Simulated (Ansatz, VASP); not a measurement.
MgS5 in VASP and in Ansatz

Contents of INCAR:

```
SYSTEM = MgS5
PREC     = Accurate       ! precision mode
ENCUT    = 600            ! plane-wave cutoff, eV
EDIFF    = 1E-6           ! SCF threshold, eV
ISMEAR   = 0              ! smearing method
SIGMA    = 0.1            ! smearing width, eV
LREAL    = .FALSE.        ! projectors in reciprocal space
LASPH    = .TRUE.         ! aspherical terms in the spheres
NELM     = 60             ! most SCF steps
ALGO     = Normal         ! electronic algorithm
ISIF     = 3              ! what is computed and relaxed
LWAVE    = .FALSE.        ! write WAVECAR
LCHARG   = .FALSE.        ! write CHGCAR
GGA      = PE             ! functional
IBRION   = 2              ! ionic algorithm
NSW      = 90             ! ionic steps
EDIFFG   = -0.04          ! ionic threshold
```

KPOINTS

```
regular mesh
0
G
  6 6 4
  0 0 0
```

File POSCAR:

```
MgS5
1.0
    5.6170294101      0.0000000000      0.0000000000
   -2.8085147051      4.8644901630      0.0000000000
    0.0000000000      0.0000000000      4.0844830020
Mg S
1 5
Direct
    0.0000000000      0.0000000000      0.0000000000
    0.5000000000      0.0000000000      0.5000000000
    0.5000000000      0.5000000000      0.5000000000
    0.0000000000      0.5000000000      0.5000000000
    0.3333333333      0.6666666667      0.0000000000
    0.6666666667      0.3333333333      0.0000000000
```

Input for Ansatz:

```yaml
crystal:
  lattice:
    - [5.6170294101, 0.0, 0.0]
    - [-2.8085147051, 4.864490163, 0.0]
    - [0.0, 0.0, 4.084483002]
  atoms:
    - { symbol: Mg, position: [0.0, 0.0, 0.0] }
    - { symbol: S, position: [0.5, 0.0, 0.5] }
    - { symbol: S, position: [0.5, 0.5, 0.5] }
    - { symbol: S, position: [0.0, 0.5, 0.5] }
    - { symbol: S, position: [0.3333333333, 0.6666666667, 0.0] }
    - { symbol: S, position: [0.6666666667, 0.3333333333, 0.0] }
basis:
  ecutwfc: 420
kpoints:
  mp_grid: { grid: [6, 6, 4] }
hamiltonian:
  xc: pbe
scf:
  occupations: { method: gaussian, width: 0.1 }
  lower_state_search: "off"
output:
  forces: true
  stress: true
  eigenvalues: true
relax:
  adjacent_minimum: "off"
  f_tol: 0.04
  max_steps: 70
  cell: { stress_tol: 0.4 }
```

Change from the starting cell: species swapped into the YCu5 type (P6/mmm, No. 191).

Alike in both runs: task relaxation of cell and atoms; functional PBE; k mesh 6 × 6 × 4; occupations gaussian, width 0.1 eV; no spin polarisation.

|  | VASP | Ansatz |
| --- | --- | --- |
| version | VASP 6.6.1 | Ansatz 0.2.0 |
| potentials or method | VASP PAW PBE potentials, release 64 (Mg, S), cutoff 600 eV | scalar-relativistic, plane waves, PAW |
| valence electrons in the cell | 32 | 40 |

VASP gave:

| Property | Result |
| --- | --- |
| gap on the k mesh at the Fermi level, each at its own relaxed structure (eV) | none |
| relaxed volume (Å³/atom) | 20.67 |
| relaxed cell length with the largest relative difference (Å) | 3.269 |

Problem. Which values does Ansatz return?

Solution. gap on the k mesh at the Fermi level, each at its own relaxed structure (eV): none; relaxed volume (Å³/atom): 20.71; relaxed cell length with the largest relative difference (Å): 3.275.

A gap of «none» marks a metal or a gap that the smearing closes. VASP's potentials hold 32 valence electrons a cell and Ansatz's 40, so a difference there can come from the potentials and not from the codes.

The k mesh is coarse, so the values compare programs but aren't converged.
